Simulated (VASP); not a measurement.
GaP (rocksalt type):

```xyz
2
Lattice="0.0000 2.5805 2.5805 2.5805 0.0000 2.5805 2.5805 2.5805 0.0000" Properties=species:S:1:pos:R:3 pbc="T T T"
Ga    0.0000    0.0000    0.0000
P     2.5805    2.5805    2.5805
```

Base run:

* Program: VASP 6.6.1
* Functional: PBE
* Potentials or basis: VASP PAW PBE potentials, release 64 (Ga_d, P)
* Cutoff: 520 eV
* k mesh: 12 × 12 × 12
* Occupations: fermi-dirac, width 0.05 eV
* Spin: no spin polarisation

Its results: band gap on the k mesh zero (band 9 reaches 6.93 eV, above the bottom of band 10 at 3.74 eV); pressure 0.1 GPa.

Problem. The run is repeated on the same cell with these changes: functional from PBE to PBEsol. What comes out?

Solution. Band gap on the k mesh zero (band 9 reaches 6.85 eV, above the bottom of band 10 at 3.63 eV); pressure -3.6 GPa.

PBEsol binds more tightly than PBE, so the same cell stands under less pressure.

Caveats: the PAW data sets were made with another functional, which shifts forces and pressure a little (some runs).
